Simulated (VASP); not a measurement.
# Be (Pm-3m) in VASP: further runs

Runs on Be. Level: PBE. Tasks: single point, relaxation of cell and atoms.

Program: VASP 6.6.1. These are calculated values, not measurements. Logs are shortened: lines on timing, memory, paths and dates and some standing lists are left out, and cuts for length are marked.

## (1) The cell of the first run

The structure is cubic, space group Pm-3m (No. 221). The conventional cell has a = 2.088 Å, b = 2.088 Å, c = 2.088 Å, α = 90.00°, β = 90.00°, γ = 90.00°. Be (site symmetry m-3m) has 6 Be at 2.09 Å within 2.8 Å.

This isn't the form of Be at room conditions, which is hcp.

## (2) Single point, PBE

Contents of INCAR:

```
ALGO = Normal
EDIFF = 1E-6
ENCUT = 520
GGA = PE
ISIF = 2
ISMEAR = -1
LASPH = T
LCHARG = T
LELF = T
LREAL = F
LVHAR = T
LWAVE = F
NBANDS = 7
NELM = 100
PREC = Accurate
SIGMA = 0.08
```

Contents of KPOINTS:

```
k-points
0
Gamma
  19 19 19
```

Contents of POSCAR:

```
Be
1.0
    2.0883127028      0.0000000000      0.0000000000
    0.0000000000      2.0883127028      0.0000000000
    0.0000000000      0.0000000000      2.0883127028
Be
1
Direct
    0.0000000000      0.0000000000      0.0000000000
```

Potentials or basis: VASP PAW PBE potentials, release 64 (Be).

Launch:

```console
cat potpaw_PBE.64/Be/POTCAR > POTCAR
mpirun -np 1 vasp_std > vasp.out
```

OUTCAR:

```text
EDIFF = 1E-6
   ENCUT = 520
   GGA = PE
   ISIF = 2
   ISMEAR = -1
   LASPH = T
   LREAL = F
   NELM = 100
   PREC = Accurate

 ion  position               nearest neighbor table
   1  0.000  0.000  0.000-

  LATTYP: Found a simple cubic cell.
 ALAT       =     2.0883127028

  Lattice vectors:

 A1 = (   2.0883127028,   0.0000000000,   0.0000000000)
 A2 = (   0.0000000000,   2.0883127028,   0.0000000000)
 A3 = (   0.0000000000,   0.0000000000,   2.0883127028)

Analysis of symmetry for initial positions (statically):
=====================================================================
 Subroutine PRICEL returns:
 Original cell was already a primitive cell.

 Routine SETGRP: Setting up the symmetry group for a
 simple cubic supercell.

 Subroutine GETGRP returns: Found 48 space group operations
 (whereof 48 operations were pure point group operations)
 out of a pool of 48 trial point group operations.

The static configuration has the point symmetry O_h .

Analysis of symmetry for dynamics (positions and initial velocities):
=====================================================================
 Subroutine PRICEL returns:
 Original cell was already a primitive cell.

 Routine SETGRP: Setting up the symmetry group for a
 simple cubic supercell.

 Subroutine GETGRP returns: Found 48 space group operations
 (whereof 48 operations were pure point group operations)
 out of a pool of 48 trial point group operations.

The dynamic configuration has the point symmetry O_h .

 Subroutine INISYM returns: Found 48 space group operations
 (whereof 48 operations are pure point group operations),
 and found     1 'primitive' translations

----------------------------------------------------------------------------------------

                                     Primitive cell

  volume of cell :       9.1072

  direct lattice vectors                    reciprocal lattice vectors
     2.088312703  0.000000000  0.000000000     0.478855489  0.000000000  0.000000000
     0.000000000  2.088312703  0.000000000     0.000000000  0.478855489  0.000000000
     0.000000000  0.000000000  2.088312703     0.000000000  0.000000000  0.478855489

  length of vectors
     2.088312703  2.088312703  2.088312703     0.478855489  0.478855489  0.478855489

  position of ions in fractional coordinates (direct lattice)
     0.000000000  0.000000000  0.000000000

  ion indices of the primitive-cell ions
   primitive index   ion index
                 1           1

----------------------------------------------------------------------------------------

 KPOINTS: k-points

Automatic generation of k-mesh.
 Grid dimensions read from file:
 generate k-points for:   19   19   19

 Generating k-lattice:

  Cartesian coordinates                     Fractional coordinates (reciprocal lattice)
     0.025202920  0.000000000  0.000000000     0.052631579  0.000000000  0.000000000
     0.000000000  0.025202920  0.000000000     0.000000000  0.052631579  0.000000000
     0.000000000  0.000000000  0.025202920     0.000000000  0.000000000  0.052631579

  Length of vectors
     0.025202920  0.025202920  0.025202920

  Shift w.r.t. Gamma in fractional coordinates (k-lattice)
     0.000000000  0.000000000  0.000000000

 Subroutine IBZKPT returns following result:
 ===========================================

 Found    220 irreducible k-points:

 Following reciprocal coordinates:
            Coordinates               Weight
  0.000000  0.000000  0.000000      1.000000
  0.052632  0.000000  0.000000      6.000000
  0.105263  0.000000  0.000000      6.000000
  0.157895  0.000000  0.000000      6.000000
  0.210526  0.000000  0.000000      6.000000
  0.263158  0.000000  0.000000      6.000000
[... 16 lines left out ...]
  0.263158  0.105263  0.000000     24.000000
  0.315789  0.105263  0.000000     24.000000
 [... further k-points ...]
   k-points           NKPTS =    220   k-points in BZ     NKDIM =    220   number of bands    NBANDS=      7
   number of dos      NEDOS =    301   number of ions     NIONS =      1
   total plane-waves  NPLWV =   4096
   dimension x,y,z NGX =    16 NGY =   16 NGZ =   16
   dimension x,y,z NGXF=    32 NGYF=   32 NGZF=   32
   ions per type =               1
   NGX,Y,Z   is equivalent  to a cutoff of  12.74, 12.74, 12.74 a.u.
   NGXF,Y,Z  is equivalent  to a cutoff of  25.47, 25.47, 25.47 a.u.
 SYSTEM =  unknown system
   PREC   = accura    normal or accurate (medium, high low for compatibility)
   ISTART =      0    job   : 0-new  1-cont  2-samecut
   ICHARG =      2    charge: 1-file 2-atom 10-const
   ISPIN  =      1    spin polarized calculation?
   LNONCOLLINEAR =      F non collinear calculations
   LSORBIT =      F    spin-orbit coupling
   LASPH  =      T    aspherical Exc in radial PAW
   ENCUT  =  520.0 eV  38.22 Ry    6.18 a.u.   3.88  3.88  3.88*2*pi/ulx,y,z
   NELM   =    100;   NELMIN=  2; NELMDL= -5     # of ELM steps
   EDIFF  = 0.1E-05   stopping-criterion for ELM
   LREAL  =      F    real-space projection
   EDIFFG = 0.1E-04   stopping-criterion for IOM
   NSW    =      0    number of steps for IOM
   IBRION =     -1    ionic relax: 0-MD 1-quasi-New 2-CG
   NFREE  =      0    steps in history (QN), initial steepest desc. (CG)
   ISIF   =      2    stress and relaxation
   ISYM   =      2    0-nonsym 1-usesym 2-fastsym
   POTIM  = 0.5000    time-step for ionic-motion
   TEBEG  =    0.0;   TEEND  =   0.0 temperature during run
   PSTRESS=    0.0 pullay stress
   NELECT =       2.0000    total number of electrons
   NUPDOWN=      -1.0000    fix difference up-down
   EMIN   =  10.00;   EMAX   =-10.00  energy-range for DOS
   EFERMI =   0.00;   METHOD = LEGACY
   ISMEAR =    -1;   SIGMA  =   0.08  broadening in eV -4-tet -1-fermi 0-gaus
   EFERMI_NEDOS =   21; number of points for ismear=-14 and -15
   IALGO  =     38    algorithm
   IMIX   =      4    mixing-type and parameters
     AMIX     =   0.40;   BMIX     =  1.00
     AMIX_MAG =   1.60;   BMIX_MAG =  1.00
  volume/ion in A,a.u.               =       9.11        61.46
  Fermi-wavevector in a.u.,A,eV,Ry     =   0.987694  1.866472 13.273033  0.975540
  Thomas-Fermi vector in A             =   2.119167
   LORBIT       =      0    0 simple, 1 ext, 2 COOP (PROOUT), +10 PAW based schemes
   GGA     = PE    functional components
   LHFCALC =     F    Hartree Fock is set to
   AEXX    =    0.0000 exact exchange contribution
   IVDW    =     0    specifies the selected vdW correction
   LEPSILON=     F    determine dielectric tensor
   LRPA    =     F    only Hartree local field effects (RPA)
 non-spin polarized calculation
  energy-cutoff  :      520.00
  volume of cell :        9.11
 maximum number of plane-waves:       277
 NGX is ok and might be reduce to    16
   NGX =  7   NGY =  7   NGZ =  7

 number of electron       2.0000000 magnetization

 Free energy of the ion-electron system (eV)
  ---------------------------------------------------
  ext. energy  EPLUGINS =         0.00000000
  ---------------------------------------------------
  free energy    TOTEN  =        -2.72891266 eV

  energy without entropy =       -2.72114999  energy(sigma->0) =       -2.72503132

 E-fermi :   5.7218     XC(G=0): -10.1356

 val. band max:        5.6863737925   @ k =   0.4737   0.3684   0.2105
 cond. band min:       5.7291563667   @ k =   0.4737   0.3158   0.0526
 fundamental gap:      0.0427825742
 Fermi energy:         5.7218266654

 k-point     1 :       0.0000    0.0000    0.0000
  band No.  band energies     occupation
      1      -4.6566      2.00000
      2      20.4481      0.00000
      3      20.4481      0.00000
      4      20.4481      0.00000
      5      26.2625      0.00000
      6      26.2625      0.00000
      7      36.2931      0.00000

 k-point     2 :       0.0526    0.0000    0.0000
  band No.  band energies     occupation
      1      -4.5843      2.00000
      2      19.3226      0.00000
      3      20.5236      0.00000
      4      20.5236      0.00000
      5      26.3541      0.00000
      6      27.4992      0.00000
      7      36.2164      0.00000

 k-point     3 :       0.1053    0.0000    0.0000
  band No.  band energies     occupation
      1      -4.3677      2.00000
      2      17.1604      0.00000
      3      20.7481      0.00000
      4      20.7481      0.00000
      5      26.6281      0.00000
      6      29.9521      0.00000
      7      36.0325      0.00000

 k-point     4 :       0.1579    0.0000    0.0000
  band No.  band energies     occupation
      1      -4.0080      2.00000
      2      14.8495      0.00000
      3      21.1150      0.00000
      4      21.1150      0.00000
      5      27.0830      0.00000
      6      32.4748      0.00000
      7      36.0045      0.00000

 k-point     5 :       0.2105    0.0000    0.0000
  band No.  band energies     occupation
      1      -3.5076      2.00000
      2      12.6020      0.00000
      3      21.6115      0.00000
      4      21.6115      0.00000
      5      27.7150      0.00000
      6      33.7540      0.00000
      7      37.2187      0.00000
[... 161 lines left out ...]
 k-point    22 :       0.2105    0.1053    0.0000
  band No.  band energies     occupation
      1      -3.2120      2.00000
      2      12.6562      0.00000
      3      18.9976      0.00000
      4      21.9057      0.00000
      5      30.3246      0.00000
      6      33.5471      0.00000
      7      37.1022      0.00000

 k-point    23 :       0.2632    0.1053    0.0000
  band No.  band energies     occupation
      1      -2.5718      2.00000
      2      10.6134      0.00000
      3      19.6097      0.00000
      4      22.5056      0.00000
      5      31.0461      0.00000
      6      32.5627      0.00000
      7      39.3403      0.00000

 k-point    24 :       0.3158    0.1053    0.0000
  band No.  band energies     occupation
      1      -1.8041      2.00000
      2       8.6938      0.00000
      3      20.3506      0.00000
      4      23.1734      0.00000
      5      31.1773      0.00000
      6      32.1073      0.00000
      7      38.9539      0.00000

 [... further k-points ...]

------------------------ aborting loop because EDIFF is reached ----------------------------------------

  FORCE on cell =-STRESS in cart. coord.  units (eV):
  Direction    XX          YY          ZZ          XY          YZ          ZX
  --------------------------------------------------------------------------------------
  -------------------------------------------------------------------------------------
  Total        0.6315933      0.6315933      0.6315933     -0.0000000     -0.0000000      0.0000000
  in kB      111.1121297    111.1121297    111.1121297     -0.0000000     -0.0000000      0.0000000
  external PRESSURE =     111.1121297 kB  Pullay stress =       0.0000000 kB

 VOLUME and BASIS-vectors are now :
 -----------------------------------------------------------------------------
  energy-cutoff  :      520.00
  volume of cell :        9.11
      direct lattice vectors                 reciprocal lattice vectors
     2.088312703  0.000000000  0.000000000     0.478855489  0.000000000  0.000000000
     0.000000000  2.088312703  0.000000000     0.000000000  0.478855489  0.000000000
     0.000000000  0.000000000  2.088312703     0.000000000  0.000000000  0.478855489

 POSITION                                       TOTAL-FORCE (eV/Angst)
 -----------------------------------------------------------------------------------
      0.00000      0.00000      0.00000         0.000000      0.000000      0.000000
 -----------------------------------------------------------------------------------
    total drift:                               -0.000000     -0.000000     -0.000000

  FREE ENERGIE OF THE ION-ELECTRON SYSTEM (eV)
  ---------------------------------------------------
  free  energy   TOTEN  =        -2.7289126581 eV

  energy  without entropy=       -2.7211499887  energy(sigma->0) =       -2.72503132
```

Wall time 6.2 s (1 thread of Intel Xeon 8259CL, shared host); peak memory 0.12 GiB.

What came out:

* Free energy: -2.7289 eV
* Pressure: 11.1 GPa
* Band gap on the k mesh: zero (bands 1 and 2 overlap by 6.96 eV)

Caveat: the cell stands under pressure.

## (3) Single point, PBE

Contents of INCAR:

```
SYSTEM = Be
PREC     = Accurate       ! precision mode
ENCUT    = 520            ! plane-wave cutoff, eV
EDIFF    = 1E-7           ! SCF threshold, eV
ISMEAR   = -1             ! smearing method
SIGMA    = 0.08           ! smearing width, eV
LREAL    = .FALSE.        ! projectors in reciprocal space
LASPH    = .TRUE.         ! aspherical terms in the spheres
NELM     = 80             ! most SCF steps
ALGO     = Normal         ! electronic algorithm
ISIF     = 2              ! what is computed and relaxed
LWAVE    = .FALSE.        ! write WAVECAR
LCHARG   = .TRUE.         ! write CHGCAR
GGA      = PE             ! functional
LELF     = .TRUE.         ! ELF
LVHAR    = .TRUE.       
NBANDS   = 7              ! bands
```

Contents of KPOINTS:

```
regular mesh
0
G
  19 19 19
  0 0 0
```

POSCAR is that of step 2.

Potentials or basis: VASP PAW PBE potentials, release 64 (Be).

Launch:

```console
cat potpaw_PBE.64/Be/POTCAR > POTCAR
mpirun -np 1 vasp_std > vasp.out
```

Run time: 5.7 s. Hardware: 1 thread of Intel Xeon 8259CL, shared host; peak memory 0.12 GiB.

It converged, with:

| Quantity | Value |
| --- | --- |
| Free energy | -2.7289 eV |
| Pressure | 11.1 GPa |
| Band gap on the k mesh | zero (bands 1 and 2 overlap by 6.96 eV) |

Levels at points of the mesh, in eV from the Fermi level:
```
           k point  band 1  band 2  band 3  band 4  band 5
(0.00, 0.00, 0.00)  -10.38   14.73   14.73   14.73   20.54
```

Caveat: the cell stands under pressure.

## (4) Relaxation of cell and atoms, PBE, target pressure 11 GPa, at which the enthalpy is minimised

This run uses another cell than the first one, of 7.76 Å³/atom.

Contents of INCAR:

```
SYSTEM = Be
ALGO = Normal ; EDIFF = 1E-7
EDIFFG = -0.005 ; ENCUT = 600
GGA = PE ; IBRION = 2
ISIF = 3 ; ISMEAR = -1
LASPH = .True. ; LCHARG = .False.
LREAL = .False. ; LWAVE = .False.
NELM = 100 ; NSW = 60
PREC = Accurate ; PSTRESS = 110.0
SIGMA = 0.08
```

Contents of KPOINTS:

```
k-points
0
Gamma
  19 19 19
  0 0 0
```

Contents of POSCAR:

```
Be
1.0
    1.9797596400      0.0000000000      0.0000000000
    0.0000000000      1.9797596400      0.0000000000
    0.0000000000      0.0000000000      1.9797596400
Be
1
Direct
    0.0000000000      0.0000000000      0.0000000000
```

Launch:

```console
cat potpaw_PBE.64/Be/POTCAR > POTCAR
mpirun -np 1 vasp_std > vasp.out
```

Wall time 13 s (1 thread of Intel Xeon 8259CL, shared host); peak memory 0.12 GiB.

Results (log left out):

```
Free energy                                                : -2.7298 eV
Relaxed volume                                             : 9.12 Å³/atom
Relaxed cell                                               : a = 2.089 Å, b = 2.089 Å, c = 2.089 Å, α = 90.00°, β = 90.00°, γ = 90.00°
Space group after relaxing (to 0.1 Å)                      : Pm-3m (No. 221)
Energy change on relaxing (the run minimises the enthalpy) : -179.9 meV/atom
Ionic steps                                                : 3
Pressure after relaxing                                    : 11.0 GPa
Band gap on the k mesh                                     : zero (bands 1 and 2 overlap by 6.96 eV)
```

The path:
```csv
step,energy change (eV),largest force (eV/Å),pressure (GPa),volume (Å³)
1,0.0000,0.0000,33.88,7.76
2,-0.1765,0.0000,11.54,9.07
3,-0.1799,0.0000,10.96,9.12
```

Final structure:
```
Be
1.0
     2.08928    0.00000    0.00000
     0.00000    2.08928    0.00000
     0.00000    0.00000    2.08928
Be
1
Direct
  0.00000 0.00000 0.00000
```

Levels at points of the mesh, in eV from the Fermi level:
| k point | band 1 | band 2 | band 3 | band 4 |
| --- | --- | --- | --- | --- |
| (0.00, 0.00, 0.00) | -10.37 | 14.71 | 14.71 | 14.71 |

Caveat: the cell is relaxed towards a set pressure, so the run minimises the enthalpy, not the energy; the volume moved by over 15 % at a fixed basis, so the end points are rough.

## (5) Relaxation of cell and atoms, PBE, target pressure 11 GPa, at which the enthalpy is minimised

Contents of INCAR:

```
SYSTEM = Be
  PREC = Accurate
  ENCUT = 600
  EDIFF = 1E-6
  ISMEAR = -1
  SIGMA = 0.08
  LREAL = .False.
  LASPH = .True.
  NELM = 60
  ALGO = Normal
  ISIF = 3
  LWAVE = .False.
  LCHARG = .False.
  GGA = PE
  IBRION = 2
  NSW = 32
  EDIFFG = -0.005
  PSTRESS = 110.0
```

Contents of KPOINTS:

```
regular mesh
0
Gamma
  19 19 19
  0 0 0
```

Contents of POSCAR:

```
Be
1.0
    2.0883127028      0.0000000000      0.0000000000
    0.0000000000      2.0883127028      0.0000000000
    0.0000000000      0.0000000000      2.0883127028
Be
1
Direct
    0.0000000000      0.0000000000      0.0000000000
```

Launch:

```console
cat potpaw_PBE.64/Be/POTCAR > POTCAR
mpirun -np 1 vasp_std > vasp.out
```

It took 17 s on 1 thread of Intel Xeon 8259CL, shared host; peak memory 0.12 GiB.

It converged, with:

| Item | Value |
| --- | --- |
| Free energy | -2.7295 eV |
| Relaxed volume | 9.12 Å³/atom |
| Relaxed cell | a = 2.089 Å, b = 2.089 Å, c = 2.089 Å, α = 90.00°, β = 90.00°, γ = 90.00° |
| Space group after relaxing (to 0.1 Å) | Pm-3m (No. 221) |
| Energy change on relaxing (the run minimises the enthalpy) | -0.6 meV/atom |
| Ionic steps | 2 |
| Pressure after relaxing | 11.0 GPa |
| Band gap on the k mesh | zero (bands 1 and 2 overlap by 6.96 eV) |

The path:
| step | energy change (eV) | largest force (eV/Å) | pressure (GPa) | volume (Å³) |
| --- | --- | --- | --- | --- |
| 1 | 0.0000 | 0.0000 | 11.12 | 9.11 |
| 2 | -0.0006 | 0.0000 | 11.01 | 9.12 |

Final structure:
```yaml
crystal:
  lattice:
    - [2.08898, 0.00000, 0.00000]
    - [0.00000, 2.08898, 0.00000]
    - [0.00000, 0.00000, 2.08898]
  atoms:
    - { symbol: Be, position: [0.00000, 0.00000, 0.00000] }
```

Levels at points of the mesh, in eV from the Fermi level:
| k point | band 1 | band 2 | band 3 | band 4 | band 5 |
| --- | --- | --- | --- | --- | --- |
| (0.00, 0.00, 0.00) | -10.37 | 14.72 | 14.72 | 14.72 | 20.53 |

Caveat: the cell is relaxed towards a set pressure, so the run minimises the enthalpy, not the energy.

## (6) The runs side by side

```csv
task,cell,cutoff (eV),gap on the mesh (eV),pressure (GPa)
single point,"a = 2.088 Å, 1 atom",520,none,11.1
relaxation of cell and atoms,"relaxed to 11 GPa from a = 1.980 Å, 1 atom",600,none,11.0
relaxation of cell and atoms,"relaxed to 11 GPa from a = 2.088 Å, 1 atom",600,none,11.0
```

Alike in all rows: level PBE; potentials or basis VASP PAW PBE potentials, release 64 (Be); no spin polarisation; k mesh 19 × 19 × 19; smearing fermi-dirac 0.08 eV.

Caveats: the cell is relaxed towards a set pressure, so the run minimises the enthalpy, not the energy (at least some runs); the cell stands under pressure (at least some runs); the volume moved by over 15 % at a fixed basis, so the end points are rough (at least some runs).

Total energies depend on the potentials used, so only differences within one code and one set of settings carry meaning.
